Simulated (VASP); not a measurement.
Input of a VASP 6.6.1 run:

The input POSCAR:

```
Ti
1.0
    0.0000000000      2.0343910888      2.0343910888
    2.0343910888      0.0000000000      2.0343910888
    2.0343910888      2.0343910888      0.0000000000
Ti
1
Direct
    0.0000000000      0.0000000000      0.0000000000
```

The input INCAR.step1:

```
PREC = Accurate ; ENCUT = 520
ISMEAR = 0 ; SIGMA = 0.1
LREAL = F ; LASPH = T
NELM = 80 ; NBANDS = 12
GGA = PE ; ALGO = Normal
EDIFF = 1E-4 ; LWAVE = T
LCHARG = F
```

File INCAR.step2:

```
PREC = Accurate ; ENCUT = 520
EDIFF = 1E-6 ; ISMEAR = 0
SIGMA = 0.1 ; LREAL = F
LASPH = T ; NELM = 80
ALGO = Normal ; ISIF = 2
LWAVE = F ; LCHARG = T
METAGGA = R2SCAN ; LMIXTAU = T
LELF = T ; LVHAR = T
NBANDS = 12 ; ISTART = 1
```

Contents of KPOINTS:

```
regular mesh
0
Gamma
  18 18 18
```

Potentials or basis: VASP PAW PBE potentials, release 64 (Ti_sv).

The run is started by

```bash
$ cat potpaw_PBE.64/Ti_sv/POTCAR > POTCAR
$ cp INCAR.step1 INCAR
$ mpirun -np 1 vasp_std > vasp.out
$ cp INCAR.step2 INCAR
$ mpirun -np 1 vasp_std > vasp.out
```

Q: What does it give for the pressure?

A: 4.0 GPa.

Q: Predict the band gap on the k mesh.

A: Zero (band 6 reaches 9.59 eV, above the bottom of band 7 at 8.12 eV).

Caveat: the PAW data sets were made with another functional, which shifts forces and pressure a little.
